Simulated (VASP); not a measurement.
Write the native input for VASP 6.6.1 that does the following.

- Task: single point
- Functional: PBE
- Potentials or basis: VASP PAW PBE potentials, release 64 (Co, Te)
- Cutoff: 520 eV
- k mesh: 6 × 6 × 6
- Occupations: gaussian, width 0.1 eV
- Spin: collinear spin, ferromagnetic start
- Starting moments: [0.21, 0.21, 0.0] μB
- Dipole correction: no
- Further INCAR settings: ALGO = Fast; EDIFF = 1e-06; NBANDS = 23

The structure of Co2Te lies in POSCAR:

```
Co2Te
1.0
    0.0000000000      2.8672024182      2.8672024182
    2.8672024182      0.0000000000      2.8672024182
    2.8672024182      2.8672024182      0.0000000000
Co Te
2 1
Direct
    0.2500000000      0.2500000000      0.2500000000
    0.7500000000      0.7500000000      0.7500000000
    0.0000000000      0.0000000000      0.0000000000
```

These files were run (other wordings do the same):

INCAR

```
SYSTEM = Co2Te
ALGO = Fast
EDIFF = 1E-6
ENCUT = 520
GGA = PE
ISIF = 2
ISMEAR = 0
ISPIN = 2
LASPH = .True.
LCHARG = .False.
LMAXMIX = 4
LORBIT = 11
LREAL = .False.
LWAVE = .False.
MAGMOM = 0.21 0.21 0
NBANDS = 23
NELM = 150
PREC = Accurate
SIGMA = 0.1
```

KPOINTS

```
k-points
0
Gamma
  6 6 6
  0 0 0
```

Potentials or basis: VASP PAW PBE potentials, release 64 (Co, Te).

Command:

```sh
$ cat potpaw_PBE.64/Co/POTCAR potpaw_PBE.64/Te/POTCAR > POTCAR
$ mpirun -np 1 vasp_std > vasp.out
```

Results of the run:

```json
{"Pressure": "-0.5 GPa", "Net moment": "0.16 μB per cell", "Site moments": "Co +0.09; Te -0.00 μB", "Valence electrons inside the program's atomic spheres": "Co 8.31; Te 3.52"}
```

Wall time 33 s on 1 thread of AMD EPYC 9R14 (Zen 4), with other jobs on the host, peak memory 0.17 GiB.
